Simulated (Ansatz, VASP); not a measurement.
**Cu: VASP beside Ansatz**

File POSCAR:

```
Cu
1.0
    2.5307640267      0.0000000000      0.0000000000
   -1.2653820134      2.1917059381      0.0000000000
    0.0000000000      0.0000000000      8.2618150800
Cu
4
Direct
    0.6666666667      0.3333333333      0.7500000000
    0.0000000000      0.0000000000      0.5000000000
    0.3333333333      0.6666666667      0.2500000000
    0.0000000000      0.0000000000      0.0000000000
```

Contents of INCAR.step1:

```
ALGO     = Normal         # electronic algorithm
EDIFF    = 1E-4           # SCF threshold, eV
ENCUT    = 600            # plane-wave cutoff, eV
GGA      = PE             # functional
ISMEAR   = -1             # smearing method
LASPH    = True           # aspherical terms in the spheres
LCHARG   = False          # write CHGCAR
LREAL    = False          # projectors in reciprocal space
LWAVE    = True           # write WAVECAR
NELM     = 100            # most SCF steps
PREC     = Accurate       # precision mode
SIGMA    = 0.05           # smearing width, eV
```

The input INCAR.step2:

```
ALGO     = Normal         # electronic algorithm
EDIFF    = 1E-6           # SCF threshold, eV
EDIFFG   = -0.01          # ionic threshold
ENCUT    = 600            # plane-wave cutoff, eV
IBRION   = 2              # ionic algorithm
ISIF     = 3              # what is computed and relaxed
ISMEAR   = -1             # smearing method
ISTART   = 1            
LASPH    = True           # aspherical terms in the spheres
LCHARG   = False          # write CHGCAR
LMIXTAU  = True         
LREAL    = False          # projectors in reciprocal space
LWAVE    = False          # write WAVECAR
METAGGA  = R2SCAN         # meta-GGA
NELM     = 100            # most SCF steps
NSW      = 60             # ionic steps
PREC     = Accurate       # precision mode
SIGMA    = 0.05           # smearing width, eV
```

KPOINTS

```
k-points
0
Gamma
  12 12 4
```

input.yaml

```yaml
crystal:
  lattice:
    - [2.5307640267, 0.0, 0.0]
    - [-1.2653820134, 2.1917059381, 0.0]
    - [0.0, 0.0, 8.26181508]
  atoms:
    - { symbol: Cu, position: [0.6666666667, 0.3333333333, 0.75] }
    - { symbol: Cu, position: [0.0, 0.0, 0.5] }
    - { symbol: Cu, position: [0.3333333333, 0.6666666667, 0.25] }
    - { symbol: Cu, position: [0.0, 0.0, 0.0] }
hamiltonian:
  xc: r2scan
  pseudopotentials: { kind: paw }
kpoints:
  mp_grid: { grid: [12, 12, 4] }
scf:
  occupations: { method: fermi_dirac, width: 0.05 }
output:
  forces: true
  stress: true
  eigenvalues: true
  write_density: true
  write_potential: true
  elf: true
  volumetric_format: npy
relax:
  f_tol: 0.01
  max_steps: 40
  cell: { stress_tol: 0.05 }
```

Alike in both runs: task relaxation of cell and atoms; functional r2SCAN; k mesh 12 × 12 × 4; occupations fermi-dirac, width 0.05 eV; no spin polarisation.

|  | VASP | Ansatz |
| --- | --- | --- |
| version | VASP 6.6.1 | Ansatz 0.2.0 |
| potentials or method | VASP PAW PBE potentials, release 64 (Cu) | Ansatz PAW |
| plane-wave cutoff (eV) | 600 | 500 |
| valence electrons in the cell | 44 | 76 |

|  | VASP | Ansatz | Ansatz less VASP |
| --- | --- | --- | --- |
| gap on the k mesh at the Fermi level, each at its own relaxed structure (eV) | none | none | - |
| relaxed volume (Å³/atom) | 11.50 | 11.45 | -0.049 |
| relaxed cell length with the largest relative difference (Å) | 2.538 | 2.533 | -0.0043 |

VASP's potentials were made for PBE, not for r2SCAN. A gap of «none» marks a metal or a gap that the smearing closes. VASP's potentials hold 44 valence electrons a cell and Ansatz's 76, so a difference there can come from the potentials and not from the codes.

Noted on Ansatz's run: the plane-wave basis is chosen anew once the cell has moved, so the energies of steps on either side of that aren't comparable.
